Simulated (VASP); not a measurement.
Write the native input for VASP 6.6.1 that does the following.

```
Task                   : single point
Functional             : PBEsol
Potentials or basis    : VASP PAW PBE potentials, release 64 (Ir_sv_GW)
Cutoff                 : 560 eV
k mesh                 : 21 × 21 × 12
Occupations            : gaussian, width 0.15 eV
Spin                   : collinear spin
Starting moments       : [0.4, 0.4] μB
Fixed moment           : 0.8 μB
Dipole correction      : no
Further INCAR settings : ALGO = Normal; EDIFF = 1e-06; NBANDS = 28
```

The structure of Ir lies in POSCAR:

```
Ir
1.0
    2.7188340441      0.0000000000      0.0000000000
   -1.3594170221      2.3545793509      0.0000000000
    0.0000000000      0.0000000000      4.4080676386
Ir
2
Direct
    0.6666666667      0.3333333333      0.7500000000
    0.3333333333      0.6666666667      0.2500000000
```

This isn't the form of Ir at room conditions, which is fcc.

One way to write it, as run:

INCAR

```
PREC = Accurate ; ENCUT = 560
EDIFF = 1E-6 ; ISMEAR = 0
SIGMA = 0.15 ; LREAL = F
LASPH = T ; NELM = 200
ALGO = Normal ; ISIF = 2
LWAVE = F ; LCHARG = T
ISPIN = 2 ; MAGMOM = 0.4 0.4
LORBIT = 11 ; NUPDOWN = 0.8
LMAXMIX = 4 ; GGA = PS
LELF = T ; LVHAR = T
NBANDS = 28 ; GGA_COMPAT = F
```

KPOINTS

```
regular mesh
0
Gamma
  21 21 12
```

Potentials or basis: VASP PAW PBE potentials, release 64 (Ir_sv_GW).

Run with:

```console
$ cat potpaw_PBE.64/Ir_sv_GW/POTCAR > POTCAR
$ mpirun -np 1 vasp_std > vasp.out
```

Results of the run:

* Pressure: -0.4 GPa
* Net moment: 0.80 μB per cell
* Site moments: Ir +0.40 μB
* Valence electrons inside the program's atomic spheres: Ir 16.47

Caveat: the PAW data sets were made with another functional, which shifts forces and pressure a little; the total moment is fixed, so each spin has its own Fermi level and the state may be an excited one.

It took 3.7 min on 1 thread of Intel(R) Xeon(R) Platinum 8559C (Emerald Rapids), on a shared host, peak memory 0.49 GiB.
